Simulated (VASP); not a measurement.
# Bi (P6_3/mmc) in VASP: single point with r2SCAN

Aim: the single point of Bi with r2SCAN.

Program: VASP 6.6.1. These are calculated values, not measurements. Logs are shortened: lines on timing, memory, paths and dates and some standing lists are left out, and cuts for length are marked.

**1. The cell of the first run**

The structure is hexagonal, space group P6_3/mmc (No. 194). The conventional cell has a = 3.658 Å, b = 3.658 Å, c = 5.699 Å, α = 90.00°, β = 90.00°, γ = 120.00°. Within 4.7 Å of Bi (site symmetry -6m2) lie 12 Bi at 3.55 to 3.66 Å.

This isn't the form of Bi at room conditions, which is rhombohedral.

**2. Single point, r2SCAN**

The input, POSCAR:

```
Bi
1.0
    3.6583430000      0.0000000000      0.0000000000
   -1.8291710000      3.1682240000      0.0000000000
    0.0000000000      0.0000000000      5.6993400000
Bi
2
Direct
    0.3333300000      0.6666700000      0.2500000000
    0.6666600000      0.3333300000      0.7500000000
```

The input, INCAR.step1:

```
SYSTEM = Bi
  PREC = Accurate
  ENCUT = 520
  ISMEAR = -5
  SIGMA = 0.1
  LREAL = .FALSE.
  LASPH = .TRUE.
  NELM = 80
  ISYM = 0
  NBANDS = 22
  GGA = PE
  ALGO = Normal
  EDIFF = 1E-4
  LWAVE = .TRUE.
  LCHARG = .FALSE.
```

The input, INCAR.step2:

```
SYSTEM = Bi
  PREC = Accurate
  ENCUT = 520
  EDIFF = 1E-6
  ISMEAR = -5
  SIGMA = 0.1
  LREAL = .FALSE.
  LASPH = .TRUE.
  NELM = 80
  ALGO = Normal
  ISIF = 2
  LWAVE = .FALSE.
  LCHARG = .TRUE.
  METAGGA = R2SCAN
  LMIXTAU = .TRUE.
  LELF = .TRUE.
  LVHAR = .TRUE.
  ISYM = 0
  NBANDS = 22
  ISTART = 1
```

The input, KPOINTS:

```
regular mesh
0
G
  6 6 3
  0 0 0
```

Potentials or basis: VASP PAW PBE potentials, release 64 (Bi_d).

Command:

```console
$ cat potpaw_PBE.64/Bi_d/POTCAR > POTCAR
$ cp INCAR.step1 INCAR
$ mpirun -np 1 vasp_std > vasp.out
$ cp INCAR.step2 INCAR
$ mpirun -np 1 vasp_std > vasp.out
```

OUTCAR:

```text
SYSTEM = Bi
   PREC = Accurate
   ENCUT = 520
   EDIFF = 1E-6
   ISMEAR = -5
   LREAL = .FALSE.
   LASPH = .TRUE.
   NELM = 80
   ISIF = 2
   METAGGA = R2SCAN
   ISYM = 0
   ISTART = 1

 ion  position               nearest neighbor table
   1  0.333  0.667  0.250-   2 3.55   2 3.55   2 3.55   2 3.55   2 3.55   2 3.55
   2  0.667  0.333  0.750-   1 3.55   1 3.55   1 3.55   1 3.55   1 3.55   1 3.55

IMPORTANT INFORMATION: All symmetrisations will be switched off!
NOSYMM: (Re-)initialisation of all symmetry stuff for point group C_1.

----------------------------------------------------------------------------------------

                                     Primitive cell

  volume of cell :      66.0579

  direct lattice vectors                    reciprocal lattice vectors
     3.658343000  0.000000000  0.000000000     0.273347797  0.157817081  0.000000000
    -1.829171000  3.168224000  0.000000000     0.000000000  0.315634248  0.000000000
     0.000000000  0.000000000  5.699340000     0.000000000  0.000000000  0.175458913

  length of vectors
     3.658343000  3.658347969  5.699340000     0.315634677  0.315634248  0.175458913

  position of ions in fractional coordinates (direct lattice)
     0.333330000  0.666670000  0.250000000
     0.666660000  0.333330000  0.750000000

  ion indices of the primitive-cell ions
   primitive index   ion index
                 1           1
                 2           2

----------------------------------------------------------------------------------------

 KPOINTS: regular mesh

Automatic generation of k-mesh.
 Grid dimensions read from file:
 generate k-points for:    6    6    3

 Generating k-lattice:

  Cartesian coordinates                     Fractional coordinates (reciprocal lattice)
     0.045557966  0.026302847  0.000000000     0.166666667  0.000000000  0.000000000
     0.000000000  0.052605708  0.000000000     0.000000000  0.166666667  0.000000000
     0.000000000  0.000000000  0.058486304     0.000000000  0.000000000  0.333333333

  Length of vectors
     0.052605779  0.052605708  0.058486304

  Shift w.r.t. Gamma in fractional coordinates (k-lattice)
     0.000000000  0.000000000  0.000000000

 TETIRR: Found    324 inequivalent tetrahedra from      648

 Subroutine IBZKPT returns following result:
 ===========================================

 Found     56 irreducible k-points:

 Following reciprocal coordinates:
            Coordinates               Weight
  0.000000  0.000000  0.000000      1.000000
  0.166667  0.000000  0.000000      2.000000
  0.000000  0.166667  0.000000      2.000000
 -0.166667  0.166667  0.000000      2.000000
  0.333333  0.000000  0.000000      2.000000
  0.000000  0.333333  0.000000      2.000000
[... 16 lines left out ...]
  0.000000  0.166667  0.333333      2.000000
 -0.166667  0.166667  0.333333      2.000000
 [... further k-points ...]
   k-points           NKPTS =     56   k-points in BZ     NKDIM =     56   number of bands    NBANDS=     22
   number of dos      NEDOS =    301   number of ions     NIONS =      2
   total plane-waves  NPLWV =  32928
   dimension x,y,z NGX =    28 NGY =   28 NGZ =   42
   dimension x,y,z NGXF=    56 NGYF=   56 NGZF=   84
   ions per type =               2
   NGX,Y,Z   is equivalent  to a cutoff of  12.72, 12.72, 12.25 a.u.
   NGXF,Y,Z  is equivalent  to a cutoff of  25.45, 25.45, 24.50 a.u.
 SYSTEM =  Bi
   PREC   = accura    normal or accurate (medium, high low for compatibility)
   ISTART =      1    job   : 0-new  1-cont  2-samecut
   ICHARG =      0    charge: 1-file 2-atom 10-const
   ISPIN  =      1    spin polarized calculation?
   LNONCOLLINEAR =      F non collinear calculations
   LSORBIT =      F    spin-orbit coupling
   LASPH  =      T    aspherical Exc in radial PAW
   ENCUT  =  520.0 eV  38.22 Ry    6.18 a.u.   6.80  6.80 10.60*2*pi/ulx,y,z
   NELM   =     80;   NELMIN=  2; NELMDL=  0     # of ELM steps
   EDIFF  = 0.1E-05   stopping-criterion for ELM
   LREAL  =      F    real-space projection
   EDIFFG = 0.1E-04   stopping-criterion for IOM
   NSW    =      0    number of steps for IOM
   IBRION =     -1    ionic relax: 0-MD 1-quasi-New 2-CG
   NFREE  =      0    steps in history (QN), initial steepest desc. (CG)
   ISIF   =      2    stress and relaxation
   ISYM   =      0    0-nonsym 1-usesym 2-fastsym
   POTIM  = 0.5000    time-step for ionic-motion
   TEBEG  =    0.0;   TEEND  =   0.0 temperature during run
   PSTRESS=    0.0 pullay stress
   NELECT =      30.0000    total number of electrons
   NUPDOWN=      -1.0000    fix difference up-down
   EMIN   =  10.00;   EMAX   =-10.00  energy-range for DOS
   EFERMI =   0.00;   METHOD = LEGACY
   ISMEAR =    -5;   SIGMA  =   0.10  broadening in eV -4-tet -1-fermi 0-gaus
   EFERMI_NEDOS =   21; number of points for ismear=-14 and -15
   IALGO  =     38    algorithm
   IMIX   =      4    mixing-type and parameters
     AMIX     =   0.40;   BMIX     =  1.00
     AMIX_MAG =   1.60;   BMIX_MAG =  1.00
  volume/ion in A,a.u.               =      33.03       222.89
  Fermi-wavevector in a.u.,A,eV,Ry     =   1.258366  2.377967 21.544620  1.583485
  Thomas-Fermi vector in A             =   2.391979
   LORBIT       =      0    0 simple, 1 ext, 2 COOP (PROOUT), +10 PAW based schemes
   METAGGA = R2SCAN    functional components
   LHFCALC =     F    Hartree Fock is set to
   AEXX    =    0.0000 exact exchange contribution
   IVDW    =     0    specifies the selected vdW correction
   LEPSILON=     F    determine dielectric tensor
   LRPA    =     F    only Hartree local field effects (RPA)
 non-spin polarized calculation
 Fermi weights with tetrahedron method with Bloechl corrections
  energy-cutoff  :      520.00
  volume of cell :       66.06
 maximum number of plane-waves:      1791
   NGX = 13   NGY = 13   NGZ = 21

 number of electron      29.9999996 magnetization

 Free energy of the ion-electron system (eV)
  ---------------------------------------------------
  ext. energy  EPLUGINS =         0.00000000
  ---------------------------------------------------
  free energy    TOTEN  =      -116.36942183 eV

  energy without entropy =     -116.36942183  energy(sigma->0) =     -116.36942183

 E-fermi :   7.1826     XC(G=0): -10.7730

 val. band max:        7.4278524796   @ k =   0.0000   0.5000   0.3333
 cond. band min:       6.5946632626   @ k =   0.3333   0.3333   0.0000
 fundamental gap:     -0.8331892171
 Fermi energy:         7.1826469241

 k-point     1 :       0.0000    0.0000    0.0000
  band No.  band energies     occupation
      1     -16.5770      2.00000
      2     -16.5743      2.00000
      3     -16.5616      2.00000
      4     -16.5613      2.00000
      5     -16.5612      2.00000
      6     -16.5605      2.00000
[... 14 lines left out ...]
     21      17.6516      0.00000
     22      17.6558      0.00000

 k-point     2 :       0.1667    0.0000    0.0000
  band No.  band energies     occupation
      1     -16.5922      2.00000
      2     -16.5706      2.00000
      3     -16.5697      2.00000
      4     -16.5674      2.00000
      5     -16.5486      2.00000
      6     -16.5371      2.00000
[... 14 lines left out ...]
     21      16.7095      0.00000
     22      17.1008      0.00000

 k-point     3 :       0.0000    0.1667    0.0000
  band No.  band energies     occupation
      1     -16.5929      2.00000
      2     -16.5712      2.00000
      3     -16.5691      2.00000
      4     -16.5668      2.00000
      5     -16.5493      2.00000
      6     -16.5370      2.00000
[... 14 lines left out ...]
     21      16.7089      0.00000
     22      17.0997      0.00000

 k-point     4 :      -0.1667    0.1667    0.0000
  band No.  band energies     occupation
      1     -16.5924      2.00000
      2     -16.5706      2.00000
      3     -16.5696      2.00000
      4     -16.5673      2.00000
      5     -16.5488      2.00000
      6     -16.5371      2.00000
[... 14 lines left out ...]
     21      16.7098      0.00000
     22      17.1006      0.00000

 k-point     5 :       0.3333    0.0000    0.0000
  band No.  band energies     occupation
      1     -16.6198      2.00000
      2     -16.5890      2.00000
      3     -16.5875      2.00000
      4     -16.5562      2.00000
      5     -16.5335      2.00000
      6     -16.5015      2.00000
[... 14 lines left out ...]
     21      15.9573      0.00000
     22      17.3456      0.00000

 k-point     6 :       0.0000    0.3333    0.0000
  band No.  band energies     occupation
      1     -16.6205      2.00000
      2     -16.5883      2.00000
      3     -16.5882      2.00000
      4     -16.5561      2.00000
      5     -16.5336      2.00000
      6     -16.5006      2.00000
[... 14 lines left out ...]
     21      15.9557      0.00000
     22      17.3461      0.00000

 k-point     7 :      -0.3333    0.3333    0.0000
  band No.  band energies     occupation
      1     -16.6200      2.00000
      2     -16.5890      2.00000
      3     -16.5875      2.00000
      4     -16.5561      2.00000
      5     -16.5335      2.00000
      6     -16.5015      2.00000
[... 324 lines left out ...]
      6     -16.5205      2.00000
[... 14 lines left out ...]
     21      19.1743      0.00000
     22      19.1760      0.00000

 k-point    21 :       0.0000    0.0000    0.3333
  band No.  band energies     occupation
      1     -16.5811      2.00000
      2     -16.5808      2.00000
      3     -16.5751      2.00000
      4     -16.5737      2.00000
      5     -16.5670      2.00000
      6     -16.5669      2.00000
[... 14 lines left out ...]
     21      16.3602      0.00000
     22      17.1645      0.00000

 k-point    22 :       0.1667    0.0000    0.3333
  band No.  band energies     occupation
      1     -16.5934      2.00000
      2     -16.5843      2.00000
      3     -16.5666      2.00000
      4     -16.5664      2.00000
      5     -16.5507      2.00000
      6     -16.5436      2.00000
[... 14 lines left out ...]
     21      17.1288      0.00000
     22      17.3984      0.00000

 k-point    23 :       0.0000    0.1667    0.3333
  band No.  band energies     occupation
      1     -16.5936      2.00000
      2     -16.5843      2.00000
      3     -16.5670      2.00000
      4     -16.5661      2.00000
      5     -16.5507      2.00000
      6     -16.5438      2.00000
[... 14 lines left out ...]
     21      17.1297      0.00000
     22      17.3985      0.00000

 k-point    24 :      -0.1667    0.1667    0.3333
  band No.  band energies     occupation
      1     -16.5935      2.00000
      2     -16.5843      2.00000
      3     -16.5666      2.00000
      4     -16.5665      2.00000
      5     -16.5507      2.00000
      6     -16.5436      2.00000
[... 14 lines left out ...]
     21      17.1283      0.00000
     22      17.3990      0.00000

 [... further k-points ...]

------------------------ aborting loop because EDIFF is reached ----------------------------------------

  FORCE on cell =-STRESS in cart. coord.  units (eV):
  Direction    XX          YY          ZZ          XY          YZ          ZX
  --------------------------------------------------------------------------------------
  -------------------------------------------------------------------------------------
  Total       -1.7009507     -1.8641185      0.2949014     -0.0344938     -0.0075470      0.0177010
  in kB      -41.2550812    -45.2125735      7.1525764     -0.8366182     -0.1830466      0.4293231
  external PRESSURE =     -26.4383595 kB  Pullay stress =       0.0000000 kB

 VOLUME and BASIS-vectors are now :
 -----------------------------------------------------------------------------
  energy-cutoff  :      520.00
  volume of cell :       66.06
      direct lattice vectors                 reciprocal lattice vectors
     3.658343000  0.000000000  0.000000000     0.273347797  0.157817081  0.000000000
    -1.829171000  3.168224000  0.000000000     0.000000000  0.315634248  0.000000000
     0.000000000  0.000000000  5.699340000     0.000000000  0.000000000  0.175458913

 POSITION                                       TOTAL-FORCE (eV/Angst)
 -----------------------------------------------------------------------------------
     -0.00002      2.11216      1.42484        -0.012973      0.054240     -0.002024
      1.82915      1.05606      4.27451         0.012973     -0.054240      0.002024
 -----------------------------------------------------------------------------------
    total drift:                                0.000001     -0.000123     -0.000004

  FREE ENERGIE OF THE ION-ELECTRON SYSTEM (eV)
  ---------------------------------------------------
  free  energy   TOTEN  =      -116.3694218254 eV

  energy  without entropy=     -116.3694218254  energy(sigma->0) =     -116.36942183
```

Run time: 3.5 min. Hardware: 1 thread of Intel Xeon Platinum 8375C at 2.90GHz (Ice Lake), shared host; peak memory 0.22 GiB.

Results:

```
Free energy            : -116.3694 eV
Pressure               : -2.6 GPa
Largest force          : 0.056 eV/Å
Band gap on the k mesh : zero (bands 15 and 16 overlap by 4.96 eV)
```

Forces on the atoms (eV/Å):
```
Bi  -0.013  0.054 -0.002
Bi   0.013 -0.054  0.002
```

Stress tensor (GPa, compression positive):
```
-4.13 -0.08  0.04
-0.08 -4.52 -0.02
 0.04 -0.02  0.72
```

Caveat: the k points lie up to 0.37 Å⁻¹ apart, too coarse for converged energies and pressures of a metal; the PAW data sets were made with another functional, which shifts forces and pressure a little; spin-orbit coupling is left out, which moves the levels of the heavy elements; tetrahedron occupations give inexact forces and stress in metals.
